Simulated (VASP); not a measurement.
# Si62B (a cell with a defect) in VASP: single point with PBE

Aim: the single point of Si62B (a cell with a defect) with PBE.

Program: VASP 6.6.1. These are calculated values, not measurements. Logs are shortened: lines on timing, memory, paths and dates and some standing lists are left out, and cuts for length are marked.

## (1) The cell of the first run

The cell holds a defect, 63 atoms: a = 10.860 Å, b = 10.860 Å, c = 10.860 Å, α = 90.00°, β = 90.00°, γ = 90.00°.

## (2) Single point, PBE

Input file INCAR:

```
SYSTEM = Si62B
ALGO = Normal
EDIFF = 1E-6
ENCUT = 520
GGA = PE
ISIF = 2
ISMEAR = 0
LASPH = .TRUE.
LCHARG = .FALSE.
LREAL = Auto
LWAVE = .FALSE.
NBANDS = 162
NELECT = 252.0
NELM = 60
PREC = Accurate
SIGMA = 0.02
```

Input file KPOINTS:

```
k-points
0
G
  1 1 1
  0 0 0
```

Input file POSCAR:

```
Si62B
1.0
   10.8600000000      0.0000000000      0.0000000000
    0.0000000000     10.8600000000      0.0000000000
    0.0000000000      0.0000000000     10.8600000000
Si B
62 1
Direct
    0.5013617864     -0.0029590239     -0.0034443831
    0.6257688766      0.1251981584      0.1177184162
    0.7528764273      0.2521007366     -0.0042488950
    0.8740474217      0.3771773481      0.1238609576
    0.7543243094      0.0040151013      0.2466751381
    0.8812398711      0.1305174954      0.3696485267
   -0.0031953959     -0.0078883978     -0.0028570902
    0.1240030387      0.1208454880      0.1228672192
    0.2654260589      0.2463309392      0.0175333333
    0.5898690608      0.6050408840      0.1212740331
    0.7336116022      0.7290046041      0.0022220994
    0.8643660221      0.8657156538      0.1198813996
    0.2434522099     -0.0022150092      0.2549867403
    0.3753615101      0.1178231123      0.3776492634
    0.4889040516      0.2383354512      0.2390451197
    0.6112915285      0.3673404236      0.3668506446
    0.7365149171      0.4948517495      0.2460078269
    0.8699243094      0.6151061694      0.3738411602
    0.5028024862     -0.0090013812      0.5048125230
    0.6249999079      0.1220842541      0.6250545120
    0.7483608656      0.2467131676      0.4959975138
    0.8872596685      0.3717789134      0.6122641805
    0.7476875691     -0.0051986188      0.7521965930
    0.8766062615      0.1212868324      0.8735086556
    0.0017092081      0.5005974217      0.0012062615
    0.1196668508      0.6371494475      0.1226110497
    0.2470340700      0.7593760589      0.0014670350
    0.3725510129      0.8811217311      0.1265349908
    0.0086314917      0.2580546041      0.2466395028
    0.1563395028      0.3869202578      0.3459534070
    0.2830334254      0.5325996317      0.2162390424
    0.3762180479      0.6376598527      0.3792127072
    0.4983168508      0.7588653775      0.2514286372
    0.6327810313      0.8771160221      0.3731941989
   -0.0003142726      0.0028906077      0.4999360037
    0.1299448435      0.1301260589      0.6189319521
    0.2546075506      0.2574503683      0.4935531308
    0.3765788214      0.3778737569      0.6274647330
    0.4974139042      0.5003722836      0.4976875691
    0.6256941989      0.6191763352      0.6257946593
    0.7508374770      0.7468135359      0.5012487109
    0.8753163904      0.8752305709      0.6237015654
    0.2543226519      0.0068434622      0.7474372007
    0.3806839779      0.1297172192      0.8765887661
    0.5058485267      0.2549717311      0.7507275322
    0.6365901473      0.3786183241      0.8676590239
    0.7613306630      0.4938868324      0.7398223757
    0.8746339779      0.6212000000      0.8735197053
   -0.0114157459      0.7485125230      0.2525085635
    0.1192474217      0.8699120626      0.3783511971
    0.0154208103      0.4914003683      0.4835303867
    0.1239637201      0.6159260589      0.6282594843
    0.2454035912      0.7492969613      0.5098205341
    0.3775592081      0.8663690608      0.6352984346
    0.0050667587      0.2477853591      0.7515874770
    0.1329153775      0.3674318600      0.8889058011
    0.2505848066      0.4952593002      0.7616538674
    0.3736999079      0.6076959484      0.9065037753
    0.4958341621      0.7293897790      0.7640808471
    0.6228602210      0.8642278085      0.8750443831
   -0.0008230203      0.7491354512      0.7487817680
    0.1271299263      0.8790714549      0.8667773481
    0.4143448435      0.5651249540      0.0844950276
```

Potentials or basis: VASP PAW PBE potentials, release 64 (Si, B).

The run is started by

```bash
cat potpaw_PBE.64/Si/POTCAR potpaw_PBE.64/B/POTCAR > POTCAR
mpirun -np 1 vasp_gam > vasp.out
```

OUTCAR:

```text
SYSTEM = Si62B
   EDIFF = 1E-6
   ENCUT = 520
   GGA = PE
   ISIF = 2
   ISMEAR = 0
   LASPH = .TRUE.
   LREAL = Auto
   NELECT = 252.0
   NELM = 60
   PREC = Accurate

 ion  position               nearest neighbor table
   1  0.501  0.997  0.997-  44 2.34   2 2.34  28 2.35  60 2.36
   2  0.626  0.125  0.118-  15 2.34   1 2.34   3 2.36   5 2.38
   3  0.753  0.252  0.996-  46 2.33   4 2.35   2 2.36  24 2.36
   4  0.874  0.377  0.124-  25 2.34   3 2.35  29 2.36  17 2.37
   5  0.754  0.004  0.247-  34 2.35   6 2.36  12 2.36   2 2.38
   6  0.881  0.131  0.370-  21 2.36   5 2.36  35 2.36  29 2.37
   7  0.997  0.992  0.997-  24 2.34  62 2.35   8 2.39  12 2.39
   8  0.124  0.121  0.123-   9 2.35  13 2.35  29 2.37   7 2.39
   9  0.265  0.246  0.018-  44 2.35   8 2.35  56 2.40
  10  0.590  0.605  0.121-  63 2.00  33 2.40  17 2.41  11 2.43
  11  0.734  0.729  0.002-  60 2.35  48 2.38  12 2.42  10 2.43
  12  0.864  0.866  0.120-  49 2.35   5 2.36   7 2.39  11 2.42
  13  0.243  0.998  0.255-  28 2.35  14 2.35   8 2.35  50 2.35
  14  0.375  0.118  0.378-  15 2.35  13 2.35  37 2.37  19 2.39
  15  0.489  0.238  0.239-   2 2.34  14 2.35  16 2.38
  16  0.611  0.367  0.367-  17 2.34  39 2.37  15 2.38  21 2.43
  17  0.737  0.495  0.246-  16 2.34   4 2.37  18 2.39  10 2.41
  18  0.870  0.615  0.374-  49 2.34  41 2.37  51 2.39  17 2.39
  19  0.503  0.991  0.505-  20 2.34  34 2.36  54 2.39  14 2.39
  20  0.625  0.122  0.625-  19 2.34  21 2.36  23 2.36  45 2.37
  21  0.748  0.247  0.496-   6 2.36  20 2.36  22 2.39  16 2.43
[... 22 lines left out ...]
  44  0.381  0.130  0.877-   1 2.34   9 2.35  45 2.36  43 2.37
  45  0.506  0.255  0.751-  46 2.33  38 2.35  44 2.36  20 2.37
  46  0.637  0.379  0.868-  47 2.31   3 2.33  45 2.33
  47  0.761  0.494  0.740-  46 2.31  48 2.35  22 2.36  40 2.36
  48  0.875  0.621  0.874-  47 2.35  25 2.35  61 2.37  11 2.38
  49  0.989  0.749  0.253-  26 2.34  18 2.34  12 2.35  50 2.37
  50  0.119  0.870  0.378-  35 2.35  13 2.35  49 2.37  53 2.37
  51  0.015  0.491  0.484-  22 2.36  52 2.39  18 2.39  30 2.42
  52  0.124  0.616  0.628-  53 2.34  61 2.38  51 2.39  57 2.39
[... 8 lines left out ...]
  61  0.999  0.749  0.749-  42 2.35  62 2.36  48 2.37  52 2.38
  62  0.127  0.879  0.867-  43 2.35   7 2.35  27 2.35  61 2.36
  63  0.414  0.565  0.084-  10 2.00  58 2.04  31 2.05

  LATTYP: Found a simple cubic cell.
 ALAT       =    10.8600000000

  Lattice vectors:

 A1 = (  10.8600000000,   0.0000000000,   0.0000000000)
 A2 = (   0.0000000000,  10.8600000000,   0.0000000000)
 A3 = (   0.0000000000,   0.0000000000,  10.8600000000)

Analysis of symmetry for initial positions (statically):
=====================================================================
 Subroutine PRICEL returns:
 Original cell was already a primitive cell.

 Routine SETGRP: Setting up the symmetry group for a
 simple cubic supercell.

 Subroutine GETGRP returns: Found  1 space group operations
 (whereof  1 operations were pure point group operations)
 out of a pool of 48 trial point group operations.

The static configuration has the point symmetry C_1 .

Analysis of symmetry for dynamics (positions and initial velocities):
=====================================================================
 Subroutine PRICEL returns:
 Original cell was already a primitive cell.

 Routine SETGRP: Setting up the symmetry group for a
 simple cubic supercell.

 Subroutine GETGRP returns: Found  1 space group operations
 (whereof  1 operations were pure point group operations)
 out of a pool of 48 trial point group operations.

The dynamic configuration has the point symmetry C_1 .

 Subroutine INISYM returns: Found  1 space group operations
 (whereof  1 operations are pure point group operations),
 and found     1 'primitive' translations

----------------------------------------------------------------------------------------

                                     Primitive cell

  volume of cell :    1280.8241

  direct lattice vectors                    reciprocal lattice vectors
    10.860000000  0.000000000  0.000000000     0.092081031  0.000000000  0.000000000
     0.000000000 10.860000000  0.000000000     0.000000000  0.092081031  0.000000000
     0.000000000  0.000000000 10.860000000     0.000000000  0.000000000  0.092081031

  length of vectors
    10.860000000 10.860000000 10.860000000     0.092081031  0.092081031  0.092081031

  position of ions in fractional coordinates (direct lattice)
     0.501361786  0.997040976  0.996555617
     0.625768877  0.125198158  0.117718416
     0.752876427  0.252100737  0.995751105
     0.874047422  0.377177348  0.123860958
     0.754324309  0.004015101  0.246675138
     0.881239871  0.130517495  0.369648527
[... 55 lines left out ...]
     0.127129926  0.879071455  0.866777348
     0.414344843  0.565124954  0.084495028

  ion indices of the primitive-cell ions
   primitive index   ion index
                 1           1
                 2           2
                 3           3
                 4           4
                 5           5
                 6           6
[... 55 lines left out ...]
                62          62
                63          63

----------------------------------------------------------------------------------------

 KPOINTS: k-points

Automatic generation of k-mesh.
 Grid dimensions read from file:
 generate k-points for:    1    1    1

 Generating k-lattice:

  Cartesian coordinates                     Fractional coordinates (reciprocal lattice)
     0.092081031  0.000000000  0.000000000     1.000000000  0.000000000  0.000000000
     0.000000000  0.092081031  0.000000000     0.000000000  1.000000000  0.000000000
     0.000000000  0.000000000  0.092081031     0.000000000  0.000000000  1.000000000

  Length of vectors
     0.092081031  0.092081031  0.092081031

  Shift w.r.t. Gamma in fractional coordinates (k-lattice)
     0.000000000  0.000000000  0.000000000

 Subroutine IBZKPT returns following result:
 ===========================================

 Found      1 irreducible k-points:

 Following reciprocal coordinates:
            Coordinates               Weight
  0.000000  0.000000  0.000000      1.000000
   k-points           NKPTS =      1   k-points in BZ     NKDIM =      1   number of bands    NBANDS=    162
   number of dos      NEDOS =    301   number of ions     NIONS =     63
   total plane-waves  NPLWV = 592704
   dimension x,y,z NGX =    84 NGY =   84 NGZ =   84
   dimension x,y,z NGXF=   168 NGYF=  168 NGZF=  168
   ions per type =              62   1
   NGX,Y,Z   is equivalent  to a cutoff of  12.86, 12.86, 12.86 a.u.
   NGXF,Y,Z  is equivalent  to a cutoff of  25.72, 25.72, 25.72 a.u.
 SYSTEM =  Si62B
   PREC   = accura    normal or accurate (medium, high low for compatibility)
   ISTART =      0    job   : 0-new  1-cont  2-samecut
   ICHARG =      2    charge: 1-file 2-atom 10-const
   ISPIN  =      1    spin polarized calculation?
   LNONCOLLINEAR =      F non collinear calculations
   LSORBIT =      F    spin-orbit coupling
   LASPH  =      T    aspherical Exc in radial PAW
   ENCUT  =  520.0 eV  38.22 Ry    6.18 a.u.  20.19 20.19 20.19*2*pi/ulx,y,z
   NELM   =     60;   NELMIN=  2; NELMDL= -5     # of ELM steps
   EDIFF  = 0.1E-05   stopping-criterion for ELM
   LREAL  =      T    real-space projection
   EDIFFG = 0.1E-04   stopping-criterion for IOM
   NSW    =      0    number of steps for IOM
   IBRION =     -1    ionic relax: 0-MD 1-quasi-New 2-CG
   NFREE  =      0    steps in history (QN), initial steepest desc. (CG)
   ISIF   =      2    stress and relaxation
   ISYM   =      2    0-nonsym 1-usesym 2-fastsym
   POTIM  = 0.5000    time-step for ionic-motion
   TEBEG  =    0.0;   TEEND  =   0.0 temperature during run
   PSTRESS=    0.0 pullay stress
   NELECT =     252.0000    total number of electrons
   NUPDOWN=      -1.0000    fix difference up-down
   EMIN   =  10.00;   EMAX   =-10.00  energy-range for DOS
   EFERMI =   0.00;   METHOD = LEGACY
   ISMEAR =     0;   SIGMA  =   0.02  broadening in eV -4-tet -1-fermi 0-gaus
   EFERMI_NEDOS =   21; number of points for ismear=-14 and -15
   IALGO  =     38    algorithm
   IMIX   =      4    mixing-type and parameters
     AMIX     =   0.40;   BMIX     =  1.00
     AMIX_MAG =   1.60;   BMIX_MAG =  1.00
  volume/ion in A,a.u.               =      20.33       137.20
  Fermi-wavevector in a.u.,A,eV,Ry     =   0.952164  1.799329 12.335269  0.906617
  Thomas-Fermi vector in A             =   2.080702
   LORBIT       =      0    0 simple, 1 ext, 2 COOP (PROOUT), +10 PAW based schemes
   GGA     = PE    functional components
   LHFCALC =     F    Hartree Fock is set to
   AEXX    =    0.0000 exact exchange contribution
   IVDW    =     0    specifies the selected vdW correction
   LEPSILON=     F    determine dielectric tensor
   LRPA    =     F    only Hartree local field effects (RPA)
 non-spin polarized calculation
 Gauss-broadening in eV      SIGMA  =   0.02
  energy-cutoff  :      520.00
  volume of cell :     1280.82
 maximum number of plane-waves:     17229
 NGX is ok and might be reduce to    84
   NGX = 41   NGY = 41   NGZ = 41

 number of electron     252.0000001 magnetization

 Free energy of the ion-electron system (eV)
  ---------------------------------------------------
  ext. energy  EPLUGINS =         0.00000000
  ---------------------------------------------------
  free energy    TOTEN  =      -325.61587390 eV

  energy without entropy =     -325.61587390  energy(sigma->0) =     -325.61587390

 E-fermi :   5.8162     XC(G=0):  -9.3349

 val. band max:        5.6793006479   @ k =   0.0000   0.0000   0.0000
 cond. band min:       5.9721564849   @ k =   0.0000   0.0000   0.0000
 fundamental gap:      0.2928558370
 Fermi energy:         5.8161711496

 k-point     1 :       0.0000    0.0000    0.0000
  band No.  band energies     occupation
      1      -6.2915      2.00000
      2      -5.3812      2.00000
      3      -5.2324      2.00000
      4      -5.2226      2.00000
      5      -5.2104      2.00000
      6      -5.1629      2.00000
[... 130 lines left out ...]
    137       6.8500      0.00000
    138       6.8829      0.00000
 [bands above 138 left out]

------------------------ aborting loop because EDIFF is reached ----------------------------------------

  FORCE on cell =-STRESS in cart. coord.  units (eV):
  Direction    XX          YY          ZZ          XY          YZ          ZX
  --------------------------------------------------------------------------------------
  -------------------------------------------------------------------------------------
  Total       13.2454036     21.3778197     12.4830911     -2.9889376      2.7140253     -2.7450628
  in kB       16.5686186     26.7414231     15.6150452     -3.7388492      3.3949626     -3.4337873
  external PRESSURE =      19.6416957 kB  Pullay stress =       0.0000000 kB

 VOLUME and BASIS-vectors are now :
 -----------------------------------------------------------------------------
  energy-cutoff  :      520.00
  volume of cell :     1280.82
      direct lattice vectors                 reciprocal lattice vectors
    10.860000000  0.000000000  0.000000000     0.092081031  0.000000000  0.000000000
     0.000000000 10.860000000  0.000000000     0.000000000  0.092081031  0.000000000
     0.000000000  0.000000000 10.860000000     0.000000000  0.000000000  0.092081031

 POSITION                                       TOTAL-FORCE (eV/Angst)
 -----------------------------------------------------------------------------------
      5.44479     10.82787     10.82259         0.055903     -0.031165     -0.020084
      6.79585      1.35965      1.27842         0.059209     -0.048976      0.073632
      8.17624      2.73781     10.81386        -0.041254      0.011101      0.018027
      9.49215      4.09615      1.34513        -0.009660      0.005426      0.019528
      8.19196      0.04360      2.67889        -0.051982      0.010821     -0.010092
      9.57027      1.41742      4.01438        -0.008731     -0.043190      0.047562
[... 55 lines left out ...]
      1.38063      9.54672      9.41320        -0.011247     -0.020295      0.034219
      4.49979      6.13726      0.91762         0.080788     -0.380488     -0.488356
 -----------------------------------------------------------------------------------
    total drift:                               -0.007965     -0.007086     -0.017406

  FREE ENERGIE OF THE ION-ELECTRON SYSTEM (eV)
  ---------------------------------------------------
  free  energy   TOTEN  =      -325.6158739019 eV

  energy  without entropy=     -325.6158739019  energy(sigma->0) =     -325.61587390
```

It took 9.9 min on 1 thread of Oxide Virtual Turin-like, shared host; peak memory 1 GiB.

What came out:

- Free energy: -325.6159 eV
- Largest force: 0.640 eV/Å

Forces in eV/Å, atoms in the order of the input:
```
Si   0.056 -0.031 -0.020
Si   0.059 -0.049  0.074
Si  -0.041  0.011  0.018
Si  -0.010  0.005  0.020
Si  -0.052  0.011 -0.010
Si  -0.009 -0.043  0.048
Si  -0.027  0.046  0.021
Si  -0.003 -0.044  0.042
Si   0.012  0.010 -0.032
Si   0.598  0.199  0.110
Si   0.043  0.123 -0.024
Si   0.032  0.026  0.038
Si  -0.011 -0.028  0.032
Si   0.040 -0.006 -0.001
Si  -0.128  0.062 -0.053
Si   0.074  0.057  0.067
Si  -0.004  0.012  0.060
Si  -0.006  0.029  0.008
Si  -0.032  0.043 -0.036
Si   0.045 -0.020  0.014
Si  -0.029  0.002 -0.009
Si  -0.049 -0.036  0.079
Si  -0.011  0.014 -0.019
Si  -0.028 -0.004 -0.022
Si  -0.013  0.014 -0.027
Si  -0.039 -0.021  0.052
Si  -0.040  0.012 -0.070
Si   0.014  0.008  0.018
Si  -0.052 -0.031  0.006
Si  -0.159 -0.103  0.087
Si  -0.045 -0.175  0.039
Si   0.004 -0.005  0.071
Si   0.030 -0.024 -0.008
Si  -0.005  0.001  0.040
Si  -0.018 -0.015  0.000
Si  -0.025 -0.033  0.024
Si   0.004 -0.029  0.007
Si  -0.009 -0.027  0.010
Si   0.037  0.024 -0.022
Si   0.011  0.027 -0.041
Si  -0.028  0.024 -0.026
Si  -0.015 -0.010  0.010
Si  -0.028 -0.024 -0.001
Si  -0.015 -0.051 -0.044
Si  -0.042  0.003  0.001
Si  -0.113  0.014  0.073
Si  -0.088  0.094  0.057
Si   0.021 -0.007 -0.005
Si   0.065 -0.031  0.019
Si   0.022  0.002  0.009
Si  -0.091  0.098  0.066
Si  -0.005  0.036  0.025
Si   0.008 -0.020 -0.061
Si   0.000  0.017 -0.030
Si  -0.054 -0.052 -0.015
Si  -0.019  0.051 -0.036
Si  -0.009  0.014  0.001
Si   0.070  0.112 -0.162
Si   0.020  0.085 -0.036
Si   0.002  0.039  0.016
Si   0.014 -0.006  0.004
Si  -0.011 -0.020  0.034
B    0.081 -0.380 -0.488
```

Caveat: the k points lie up to 0.58 Å⁻¹ apart; the cell carries a net charge on a neutralising background, which shifts energy and pressure; the cell is charged against a uniform background, so pressure and absolute levels hang on convention.
